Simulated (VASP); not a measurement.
# Ga3BSb2 (P3m1) in VASP: relaxation of cell and atoms with PBE

Aim: the relaxation of cell and atoms of Ga3BSb2 with PBE.

Everything below comes from runs of VASP 6.6.1. Logs are shortened: lines on timing, memory, paths and dates and some standing lists are left out, and cuts for length are marked.

## 1. The cell of the first run

The structure is trigonal, space group P3m1 (No. 156). The conventional cell has a = 4.142 Å, b = 4.142 Å, c = 10.039 Å, α = 90.00°, β = 90.00°, γ = 120.00°. Within 3.4 Å of Ga (site symmetry 3m) lie 4 Sb at 2.55 Å. Within 3.3 Å of Ga (site symmetry 3m) lie 3 B at 2.49 Å and 1 Sb at 2.57 Å. Within 3.2 Å of Ga (site symmetry 3m) lie 1 B at 2.46 Å and 3 Sb at 2.55 Å. Within 3.2 Å of B (site symmetry 3m) lie 4 Ga at 2.46 to 2.49 Å. Within 3.4 Å of Sb (site symmetry 3m) lie 4 Ga at 2.55 Å. Sb (site symmetry 3m) has 4 Ga at 2.55 to 2.57 Å within 3.4 Å.

The cell was generated, and may not be a known phase.

## 2. Relaxation of cell and atoms, PBE

The input, INCAR:

```
SYSTEM = Ga3BSb2
  PREC = Accurate
  ENCUT = 560
  EDIFF = 1E-7
  ISMEAR = 0
  SIGMA = 0.2
  LREAL = .False.
  LASPH = .True.
  NELM = 120
  ALGO = Normal
  ISIF = 3
  LWAVE = .False.
  LCHARG = .False.
  GGA = PE
  IBRION = 2
  NSW = 36
  EDIFFG = -0.08
  GGA_COMPAT = .False.
  NELMIN = 4
```

The input, KPOINTS:

```
regular mesh
0
Gamma
  5 5 2
  0 0 0
```

The input, POSCAR:

```
Ga3BSb2
1.0
    4.1418425200      0.0000000000      0.0000000000
   -2.0709212600      3.5869408400      0.0000000000
    0.0000000000      0.0000000000     10.0385067400
Ga B Sb
3 1 2
Direct
    0.0000000000      0.0000000000      0.2506069500
    0.6666666700      0.3333333300      0.5939947400
    0.3333333300      0.6666666700      0.9075262000
    0.3333333300      0.6666666700      0.6628438200
    0.0000000000      0.0000000000      0.9967239500
    0.6666666700      0.3333333300      0.3383043100
```

Potentials or basis: VASP PAW PBE potentials, release 64 (Ga_d, B, Sb_d_GW).

Command:

```console
$ cat potpaw_PBE.64/Ga_d/POTCAR potpaw_PBE.64/B/POTCAR potpaw_PBE.64/Sb_d_GW/POTCAR > POTCAR
$ mpirun -np 1 vasp_std > vasp.out
```

OUTCAR:

```text
SYSTEM = Ga3BSb2
   PREC = Accurate
   ENCUT = 560
   EDIFF = 1E-7
   ISMEAR = 0
   LREAL = .False.
   LASPH = .True.
   NELM = 120
   ISIF = 3
   GGA = PE
   IBRION = 2
   NSW = 36
   EDIFFG = -0.08
   NELMIN = 4

 ion  position               nearest neighbor table
   1  0.000  0.000  0.251-   6 2.55   6 2.55   6 2.55   5 2.55
   2  0.667  0.333  0.594-   4 2.49   4 2.49   4 2.49   6 2.57
   3  0.333  0.667  0.908-   4 2.46   5 2.55   5 2.55   5 2.55
   4  0.333  0.667  0.663-   3 2.46   2 2.49   2 2.49   2 2.49
   5  0.000  0.000  0.997-   1 2.55   3 2.55   3 2.55   3 2.55
   6  0.667  0.333  0.338-   1 2.55   1 2.55   1 2.55   2 2.57

  LATTYP: Found a hexagonal cell.
 ALAT       =     4.1418425200
 C/A-ratio  =     2.4236814151

  Lattice vectors:

 A1 = (   4.1418425200,   0.0000000000,   0.0000000000)
 A2 = (  -2.0709212600,   3.5869408400,   0.0000000000)
 A3 = (   0.0000000000,   0.0000000000,  10.0385067400)

Analysis of symmetry for initial positions (statically):
=====================================================================
 Subroutine PRICEL returns:
 Original cell was already a primitive cell.

 Routine SETGRP: Setting up the symmetry group for a
 hexagonal supercell.

 Subroutine GETGRP returns: Found  6 space group operations
 (whereof  6 operations were pure point group operations)
 out of a pool of 24 trial point group operations.

The static configuration has the point symmetry C_3v.

Analysis of symmetry for dynamics (positions and initial velocities):
=====================================================================
 Subroutine PRICEL returns:
 Original cell was already a primitive cell.

 Routine SETGRP: Setting up the symmetry group for a
 hexagonal supercell.

 Subroutine GETGRP returns: Found  6 space group operations
 (whereof  6 operations were pure point group operations)
 out of a pool of 24 trial point group operations.

The dynamic configuration has the point symmetry C_3v.

 Subroutine INISYM returns: Found  6 space group operations
 (whereof  6 operations are pure point group operations),
 and found     1 'primitive' translations

----------------------------------------------------------------------------------------

                                     Primitive cell

  volume of cell :     149.1375

  direct lattice vectors                    reciprocal lattice vectors
     4.141842520  0.000000000  0.000000000     0.241438441  0.139394549  0.000000000
    -2.070921260  3.586940840  0.000000000     0.000000000  0.278789098  0.000000000
     0.000000000  0.000000000 10.038506740     0.000000000  0.000000000  0.099616410

  length of vectors
     4.141842520  4.141842519 10.038506740     0.278789098  0.278789098  0.099616410

  position of ions in fractional coordinates (direct lattice)
     0.000000000  0.000000000  0.250606950
     0.666666670  0.333333330  0.593994740
     0.333333330  0.666666670  0.907526200
     0.333333330  0.666666670  0.662843820
     0.000000000  0.000000000  0.996723950
     0.666666670  0.333333330  0.338304310

  ion indices of the primitive-cell ions
   primitive index   ion index
                 1           1
                 2           2
                 3           3
                 4           4
                 5           5
                 6           6

----------------------------------------------------------------------------------------

 KPOINTS: regular mesh

Automatic generation of k-mesh.
 Grid dimensions read from file:
 generate k-points for:    5    5    2

 Generating k-lattice:

  Cartesian coordinates                     Fractional coordinates (reciprocal lattice)
     0.048287688  0.027878910  0.000000000     0.200000000  0.000000000  0.000000000
     0.000000000  0.055757820  0.000000000     0.000000000  0.200000000  0.000000000
     0.000000000  0.000000000  0.049808205     0.000000000  0.000000000  0.500000000

  Length of vectors
     0.055757820  0.055757820  0.049808205

  Shift w.r.t. Gamma in fractional coordinates (k-lattice)
     0.000000000  0.000000000  0.000000000

 Subroutine IBZKPT returns following result:
 ===========================================

 Found     10 irreducible k-points:

 Following reciprocal coordinates:
            Coordinates               Weight
  0.000000  0.000000  0.000000      1.000000
  0.200000  0.000000  0.000000      6.000000
  0.400000 -0.000000  0.000000      6.000000
  0.200000  0.200000  0.000000      6.000000
  0.400000  0.200000  0.000000      6.000000
  0.000000  0.000000  0.500000      1.000000
  0.200000  0.000000  0.500000      6.000000
  0.400000 -0.000000  0.500000      6.000000
  0.200000  0.200000  0.500000      6.000000
  0.400000  0.200000  0.500000      6.000000
   k-points           NKPTS =     10   k-points in BZ     NKDIM =     10   number of bands    NBANDS=     43
   number of dos      NEDOS =    301   number of ions     NIONS =      6
   total plane-waves  NPLWV =  81920
   dimension x,y,z NGX =    32 NGY =   32 NGZ =   80
   dimension x,y,z NGXF=    64 NGYF=   64 NGZF=  160
   ions per type =               3   1   2
   NGX,Y,Z   is equivalent  to a cutoff of  12.84, 12.84, 13.25 a.u.
   NGXF,Y,Z  is equivalent  to a cutoff of  25.69, 25.69, 26.50 a.u.
 SYSTEM =  Ga3BSb2
   PREC   = accura    normal or accurate (medium, high low for compatibility)
   ISTART =      0    job   : 0-new  1-cont  2-samecut
   ICHARG =      2    charge: 1-file 2-atom 10-const
   ISPIN  =      1    spin polarized calculation?
   LNONCOLLINEAR =      F non collinear calculations
   LSORBIT =      F    spin-orbit coupling
   LASPH  =      T    aspherical Exc in radial PAW
   ENCUT  =  560.0 eV  41.16 Ry    6.42 a.u.   7.99  7.99 19.37*2*pi/ulx,y,z
   NELM   =    120;   NELMIN=  4; NELMDL= -5     # of ELM steps
   EDIFF  = 0.1E-06   stopping-criterion for ELM
   LREAL  =      F    real-space projection
   EDIFFG = -.8E-01   stopping-criterion for IOM
   NSW    =     36    number of steps for IOM
   IBRION =      2    ionic relax: 0-MD 1-quasi-New 2-CG
   NFREE  =      1    steps in history (QN), initial steepest desc. (CG)
   ISIF   =      3    stress and relaxation
   ISYM   =      2    0-nonsym 1-usesym 2-fastsym
   POTIM  = 0.5000    time-step for ionic-motion
   TEBEG  =    0.0;   TEEND  =   0.0 temperature during run
   PSTRESS=    0.0 pullay stress
   NELECT =      72.0000    total number of electrons
   NUPDOWN=      -1.0000    fix difference up-down
   EMIN   =  10.00;   EMAX   =-10.00  energy-range for DOS
   EFERMI =   0.00;   METHOD = LEGACY
   ISMEAR =     0;   SIGMA  =   0.20  broadening in eV -4-tet -1-fermi 0-gaus
   EFERMI_NEDOS =   21; number of points for ismear=-14 and -15
   IALGO  =     38    algorithm
   IMIX   =      4    mixing-type and parameters
     AMIX     =   0.40;   BMIX     =  1.00
     AMIX_MAG =   1.60;   BMIX_MAG =  1.00
  volume/ion in A,a.u.               =      24.86       167.74
  Fermi-wavevector in a.u.,A,eV,Ry     =   1.284271  2.426920 22.440798  1.649352
  Thomas-Fermi vector in A             =   2.416475
   LORBIT       =      0    0 simple, 1 ext, 2 COOP (PROOUT), +10 PAW based schemes
   GGA     = PE    functional components
   LHFCALC =     F    Hartree Fock is set to
   AEXX    =    0.0000 exact exchange contribution
   IVDW    =     0    specifies the selected vdW correction
   LEPSILON=     F    determine dielectric tensor
   LRPA    =     F    only Hartree local field effects (RPA)
 conjugate gradient relaxation of ions
 non-spin polarized calculation
 Gauss-broadening in eV      SIGMA  =   0.20
  energy-cutoff  :      560.00
  volume of cell :      149.14
 maximum number of plane-waves:      4518
 NGX is ok and might be reduce to    32
   NGX = 15   NGY = 15   NGZ = 39

--------------------------------------- Ionic step        1  -------------------------------------------

 number of electron      72.0000007 magnetization

 Free energy of the ion-electron system (eV)
  ---------------------------------------------------
  ext. energy  EPLUGINS =         0.00000000
  ---------------------------------------------------
  free energy    TOTEN  =       -20.84235351 eV

  energy without entropy =      -20.80179244  energy(sigma->0) =      -20.82207298

------------------------ aborting loop because EDIFF is reached ----------------------------------------

  FORCE on cell =-STRESS in cart. coord.  units (eV):
  Direction    XX          YY          ZZ          XY          YZ          ZX
  --------------------------------------------------------------------------------------
  -------------------------------------------------------------------------------------
  Total        1.5084954      1.5084954      3.0815163     -0.0000000      0.0000000      0.0000000
  in kB       16.2056953     16.2056953     33.1045843     -0.0000000      0.0000000      0.0000000
  external PRESSURE =      21.8386583 kB  Pullay stress =       0.0000000 kB
[... 101 lines left out ...]
  FREE ENERGIE OF THE ION-ELECTRON SYSTEM (eV)
  ---------------------------------------------------
  free  energy   TOTEN  =       -21.2945850944 eV

  energy  without entropy=      -21.2493992049  energy(sigma->0) =      -21.27199215

[... ionic steps 4 to 19 ...]

--------------------------------------- Ionic step       20  -------------------------------------------

 number of electron      71.9999979 magnetization

------------------------ aborting loop because EDIFF is reached ----------------------------------------

  FORCE on cell =-STRESS in cart. coord.  units (eV):
  Direction    XX          YY          ZZ          XY          YZ          ZX
  --------------------------------------------------------------------------------------
  -------------------------------------------------------------------------------------
  Total        0.0581032      0.0581032     -0.1253727      0.0000000     -0.0000000      0.0000000
  in kB        0.6569086      0.6569086     -1.4174522      0.0000000     -0.0000000      0.0000000
  external PRESSURE =      -0.0345450 kB  Pullay stress =       0.0000000 kB
[... 65 lines left out ...]
  energy  without entropy=      -21.8913870476  energy(sigma->0) =      -21.91255283

--------------------------------------- Ionic step       22  -------------------------------------------

 number of electron      71.9999985 magnetization

 Free energy of the ion-electron system (eV)
  ---------------------------------------------------
  ext. energy  EPLUGINS =         0.00000000
  ---------------------------------------------------
  free energy    TOTEN  =       -21.93519659 eV

  energy without entropy =      -21.89383801  energy(sigma->0) =      -21.91451730

 E-fermi :   3.8297     XC(G=0):  -9.7460

 val. band max:        3.7576282861   @ k =   0.2000   0.0000   0.5000
 cond. band min:       3.9494271681   @ k =   0.4000  -0.0000   0.0000
 fundamental gap:      0.1917988819
 Fermi energy:         3.8297395511

 k-point     1 :       0.0000    0.0000    0.0000
  band No.  band energies     occupation
      1     -25.0741      2.00000
      2     -25.0741      2.00000
      3     -25.0595      2.00000
      4     -25.0512      2.00000
      5     -25.0512      2.00000
      6     -24.9526      2.00000
[... 482 lines left out ...]
  FREE ENERGIE OF THE ION-ELECTRON SYSTEM (eV)
  ---------------------------------------------------
  free  energy   TOTEN  =       -21.9351965931 eV

  energy  without entropy=      -21.8938380053  energy(sigma->0) =      -21.91451730

 reached required accuracy - stopping structural energy minimisation
```

It took 33 min on 1 thread of AMD EPYC 7R43 (Zen 3), shared host; peak memory 0.37 GiB.

Results:

* Free energy: -21.9352 eV
* Relaxed volume: 23.65 Å³/atom
* Relaxed cell: a = 3.841 Å, b = 3.841 Å, c = 11.106 Å, α = 90.00°, β = 90.00°, γ = 120.00°
* Space group after relaxing (to 0.1 Å): P3m1 (No. 156)
* Energy gained by relaxing: 182.1 meV/atom
* Ionic steps: 22
* Pressure after relaxing: 0.0 GPa
* Largest force after relaxing: 0.073 eV/Å
* Band gap on the k mesh: zero (bands 36 and 37 overlap by 2.56 eV)

Forces in eV/Å, atoms in the order of the input:
```
Ga   0.000  0.000 -0.022
Ga   0.000  0.000  0.031
Ga   0.000  0.000  0.003
B    0.000  0.000  0.073
Sb   0.000  0.000 -0.021
Sb   0.000  0.000 -0.064
```

The path:
| step | energy change (eV) | largest force (eV/Å) | pressure (GPa) | volume (Å³) |
| --- | --- | --- | --- | --- |
| 1 | 0.0000 | 2.2153 | 2.18 | 149.14 |
| 2 | -0.3557 | 1.6264 | -1.17 | 156.56 |
| 3 | -0.4522 | 1.1755 | -3.10 | 162.67 |
| 4 | -0.7362 | 0.7205 | -1.67 | 155.51 |
| 5 | -0.7820 | 1.0226 | -0.53 | 151.76 |
| 6 | -0.9190 | 0.8153 | 0.61 | 146.51 |
| 7 | -0.9629 | 0.8167 | 1.85 | 142.07 |
| 8 | -1.0596 | 0.3405 | -0.49 | 145.22 |
| 9 | -1.0600 | 0.3486 | -0.62 | 145.43 |
| 10 | -1.0711 | 0.1728 | -0.21 | 143.75 |
| 11 | -1.0715 | 0.2115 | -0.11 | 143.39 |
| 12 | -1.0779 | 0.0599 | 0.31 | 142.08 |
| 13 | -1.0784 | 0.0720 | 0.47 | 141.58 |
| 14 | -1.0830 | 0.1218 | -0.02 | 142.59 |
| 15 | -1.0832 | 0.1419 | -0.20 | 142.94 |
| 16 | -1.0866 | 0.0909 | -0.28 | 142.89 |
| 17 | -1.0869 | 0.1276 | -0.31 | 142.86 |
| 18 | -1.0901 | 0.1209 | 0.12 | 141.50 |
| 19 | -1.0901 | 0.1204 | 0.14 | 141.43 |
| 20 | -1.0914 | 0.0942 | 0.00 | 141.71 |
| 21 | -1.0914 | 0.1004 | -0.01 | 141.73 |
| 22 | -1.0928 | 0.0730 | -0.03 | 141.88 |

Final structure:
```xyz
6
Lattice="3.8407 0.0000 0.0000 -1.9204 3.3262 0.0000 0.0000 0.0000 11.1060" Properties=species:S:1:pos:R:3 pbc="T T T"
Ga    3.8407    0.0000    2.6105
Ga    1.9204    1.1087    7.0835
Ga    0.0000    2.2174    9.4458
B     0.0000    2.2174    7.3820
Sb    0.0000    0.0000   11.0381
Sb    1.9204    1.1087    4.0875
```

Caveat: spin-orbit coupling is left out, which moves the levels of the heavy elements; the relaxation stopped at a loose force limit of 0.08 eV/Å, so its end isn't a converged minimum.

The gap in the log of VASP goes by the Fermi energy; the results here count the filled bands.